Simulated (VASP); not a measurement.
A run of VASP 6.6.1 is set up as follows.

INCAR

```
  PREC = Accurate
  ENCUT = 500
  EDIFF = 1E-6
  ISMEAR = 0
  SIGMA = 0.15
  LREAL = F
  LASPH = T
  NELM = 120
  ALGO = Normal
  ISIF = 2
  LWAVE = F
  LCHARG = F
  GGA = PE
  NBANDS = 19
  GGA_COMPAT = F
```

The input KPOINTS:

```
Automatic mesh
0
Gamma
  3 3 3
```

POSCAR

```
MoH6
1.0
    3.4582368245     -0.0000000024      0.0000000000
   -1.7291184102      2.9949209435      0.0000000000
    0.0000000000      0.0000000000      3.2570437702
H Mo
6 1
Direct
    0.5000000000      0.0000000000      0.2521440026
    0.0000000000      0.5000000000      0.2521440026
    0.5000000000      0.5000000000      0.2521440026
    0.0000000000      0.5000000000      0.7478559974
    0.5000000000      0.0000000000      0.7478559974
    0.5000000000      0.5000000000      0.7478559974
    0.0000000000      0.0000000000      0.0000000000
```

Potentials or basis: VASP PAW PBE potentials, release 64 (H, Mo_sv).

The run is started by

```bash
$ cat potpaw_PBE.64/H/POTCAR potpaw_PBE.64/Mo_sv/POTCAR > POTCAR
$ mpirun -np 1 vasp_std > vasp.out
```

Q: Estimate the largest force.

A: 0.012 eV/Å.

Q: Predict the band gap on the k mesh.

A: Zero (filled and empty bands touch).

Forces in eV/Å, atoms in the order of the input:
```
H    0.000  0.000  0.012
H    0.000  0.000  0.012
H    0.000  0.000  0.012
H    0.000  0.000 -0.012
H    0.000  0.000 -0.012
H    0.000  0.000 -0.012
Mo   0.000  0.000  0.000
```

Caveat: the k points lie up to 0.70 Å⁻¹ apart.
